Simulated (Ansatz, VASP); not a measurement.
## Two plane-wave programs on C

```
C
1.0
     3.56028    0.00000    0.00000
     0.00000   -3.56028    0.00000
     0.00000    0.00000   -3.56028
C
8
Direct
  0.50000 0.00000 0.98947
  0.00000 0.50000 0.00000
  0.00000 0.00000 0.50000
  0.50000 0.50000 0.50000
  0.75000 0.75000 0.75000
  0.25000 0.25000 0.75000
  0.25000 0.75000 0.25000
  0.75000 0.25000 0.25000
```

Alike in both runs: task single point; functional r2SCAN; k mesh 6 × 6 × 6; occupations gaussian, width 0.05 eV; no spin polarisation.

```csv
,VASP,Ansatz
version,VASP 6.6.1,Ansatz 0.2.0
potentials or method,"VASP PAW PBE potentials, release 64 (C_h), cutoff 910 eV","scalar-relativistic, plane waves, PAW"
valence electrons in the cell,32,32
```

|  | VASP | Ansatz | Ansatz less VASP |
| --- | --- | --- | --- |
| gap on the k mesh at the Fermi level (eV) | 4.23 | 4.22 | -0.002 |
| least direct gap on the mesh (eV) | 4.71 | 4.71 | -0.003 |
| rms of the force components (eV/Å) | 0.397 | 0.397 | +0.0006 |

VASP's potentials were made for PBE, not for r2SCAN. Atom by atom the forces differ by 0.001 eV/Å (rms over components).

Noted on VASP's run: the cutoff is short for stress, so the pressure is rough.
